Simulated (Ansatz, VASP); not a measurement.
**Two plane-wave programs on Co3AuC**

Contents of INCAR:

```
SYSTEM = Co3AuC
PREC = Accurate
ENCUT = 520
EDIFF = 1E-6
ISMEAR = 0
SIGMA = 0.1
LREAL = .False.
LASPH = .True.
NELM = 100
ALGO = Normal
ISIF = 2
LWAVE = .False.
LCHARG = .True.
GGA = PE
LELF = .True.
LVHAR = .True.
NBANDS = 29
```

Contents of KPOINTS:

```
regular mesh
0
Gamma
  10 10 10
  0 0 0
```

Contents of POSCAR:

```
Co3AuC
1.0
    3.8416806355      0.0000000000      0.0000000000
    0.0000000000      3.8416806355      0.0000000000
    0.0000000000      0.0000000000      3.8416806355
Au C Co
1 1 3
Direct
    0.0000000000      0.0000000000      0.0000000000
    0.5000000000      0.5000000000      0.5000000000
    0.5000000000      0.5000000000      0.0000000000
    0.5000000000      0.0000000000      0.5000000000
    0.0000000000      0.5000000000      0.5000000000
```

Input for Ansatz:

```yaml
crystal:
  lattice:
    - [3.8416806355, 0.0, 0.0]
    - [0.0, 3.8416806355, 0.0]
    - [0.0, 0.0, 3.8416806355]
  atoms:
    - { symbol: Au, position: [0.0, 0.0, 0.0] }
    - { symbol: C, position: [0.5, 0.5, 0.5] }
    - { symbol: Co, position: [0.5, 0.5, 0.0] }
    - { symbol: Co, position: [0.5, 0.0, 0.5] }
    - { symbol: Co, position: [0.0, 0.5, 0.5] }
basis:
  ecutwfc: 420
kpoints:
  mp_grid: { grid: [10, 10, 10] }
hamiltonian:
  xc: pbe
scf:
  occupations: { method: gaussian, width: 0.1 }
  lower_state_search: "off"
output:
  forces: true
  stress: true
  eigenvalues: true
```

Alike in both runs: task single point; functional PBE; k mesh 10 × 10 × 10; occupations gaussian, width 0.1 eV; no spin polarisation.

|  | VASP | Ansatz |
| --- | --- | --- |
| version | VASP 6.6.1 | Ansatz 0.2.0 |
| potentials or method | VASP PAW PBE potentials, release 64 (Au, C, Co), cutoff 520 eV | scalar-relativistic, plane waves, PAW |
| valence electrons in the cell | 42 | 74 |

```tsv
	VASP	Ansatz	Ansatz less VASP
gap on the k mesh at the Fermi level (eV)	none	none	-
pressure (GPa)	-5.1	-5.1	+0.07
```

A gap of «none» marks a metal or a gap that the smearing closes. The functional is the same, so the differences come from potentials, cutoffs and numerics. VASP's potentials hold 42 valence electrons a cell and Ansatz's 74, so a difference there can come from the potentials and not from the codes.

Neither program's run includes spin-orbit coupling.
